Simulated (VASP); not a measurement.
## MgSi32 (a cell with a defect): single point with PBE

The system is MgSi32 (a cell with a defect).

```
Si Mg
1.0
     5.47009   -5.47009    5.47009
    -5.47009    5.47009    5.47009
    -5.47009   -5.47009   -5.47009
Si Mg
32 1
Cartesian
  1.4498 -1.4613 1.4474
  -1.3678 -6.8273 -1.3704
  1.3606 -6.8262 1.3587
  -1.4584 1.4443 1.4475
  -4.1092 -4.1140 -1.3536
  -1.4561 -1.4612 -1.4591
  1.3607 -1.3727 6.8132
  -1.3696 -4.1296 1.3597
  1.3441 -4.1141 4.1008
  -6.8222 -1.3736 -1.3708
  -1.3698 1.3567 6.8130
  -4.1267 -1.3726 1.3597
  -4.0199 -4.0250 4.0112
  -1.3673 -1.3730 4.1161
  -6.8242 1.3567 1.3592
  -4.1099 1.3404 4.1006
  -0.0037 -2.7847 -0.0038
  2.7965 -2.8098 2.7968
  -0.0037 -8.1725 -0.0054
  -2.7807 -0.0094 -0.0056
  -0.0035 -0.0080 2.7706
  -2.8062 -2.8085 -2.8060
  -0.0043 -2.7437 5.4657
  -2.7386 -5.4789 -0.0056
  -0.0043 -5.4781 2.7293
  -2.8062 2.7929 2.7962
  -2.7388 -0.0086 5.4637
  -5.4742 -2.7436 -0.0054
  -0.0035 -0.0070 8.1582
  -2.6729 -2.6756 2.6634
  -8.1678 -0.0090 -0.0067
  -5.4749 -0.0071 2.7294
  -0.0044 -0.0075 -0.0052
```

This cell differs from its parent crystal: with an interstitial atom, then relaxed in part.

```
Program             : VASP 6.6.1
Task                : single point
Functional          : PBE
Potentials or basis : VASP PAW PBE potentials, release 64 (Si, Mg)
Cutoff              : 520 eV
k mesh              : 3 × 3 × 3
Occupations         : gaussian, width 0.01 eV
Spin                : collinear spin
```

```yaml
Largest_force: 0.011 eV/Å
Net_moment: -0.03 μB per cell
Valence_electrons_inside_the_program's_atomic_spheres: Si 1.67, 1.68, 1.66 (each value once); Mg 0.43
```

Forces in eV/Å, atoms in the order of the input:
```
Si  -0.003  0.005  0.000
Si  -0.003 -0.002  0.003
Si  -0.002 -0.004  0.001
Si   0.008  0.003  0.001
Si  -0.001  0.001 -0.002
Si   0.002 -0.001  0.006
Si  -0.003  0.003  0.003
Si   0.002  0.004 -0.002
Si  -0.001  0.000  0.000
Si  -0.001  0.002  0.001
Si   0.006  0.000  0.003
Si   0.004  0.002 -0.003
Si  -0.007 -0.002  0.006
Si  -0.002  0.002 -0.002
Si  -0.003 -0.001  0.000
Si  -0.002  0.002  0.000
Si  -0.005  0.000 -0.009
Si   0.006  0.003 -0.001
Si  -0.003 -0.001  0.000
Si   0.000  0.000 -0.001
Si  -0.003  0.000 -0.001
Si   0.004 -0.003 -0.004
Si   0.000  0.000 -0.004
Si   0.001 -0.002 -0.001
Si   0.001 -0.001  0.001
Si   0.005  0.001 -0.002
Si   0.001 -0.001  0.001
Si  -0.003 -0.001  0.001
Si  -0.002 -0.005 -0.003
Si   0.002 -0.002  0.001
Si   0.002  0.002  0.005
Si   0.000 -0.004  0.002
Mg   0.004 -0.003 -0.002
```

Levels at points of the mesh, in eV from the Fermi level:
Spin up:
```tsv
k point	band 60	band 61	band 62	band 63	band 64	band 65	band 66	band 67	band 68	band 69
(0.00, 0.00, 0.00)	-2.03	-2.03	-0.81	-0.81	-0.81	-0.38	-0.16	-0.16	-0.16	-0.06
```
Spin down:
```csv
k point,band 61,band 62,band 63,band 64,band 65,band 66,band 67,band 68
"(0.00, 0.00, 0.00)",-2.03,-0.81,-0.81,-0.81,-0.38,-0.16,-0.16,-0.16
```

It took 19 min on 4 MPI ranks on Intel(R) Xeon(R) Platinum 8259CL CPU @ 2.50GHz (Skylake/Cascade Lake) (shared host), peak memory 1.7 GiB a rank.

Caveat: the cell carries a net charge on a neutralising background, which shifts energy and pressure; the cell differs from its parent crystal (with an interstitial atom, then relaxed in part); the cell is charged against a uniform background, so pressure and absolute levels hang on convention.
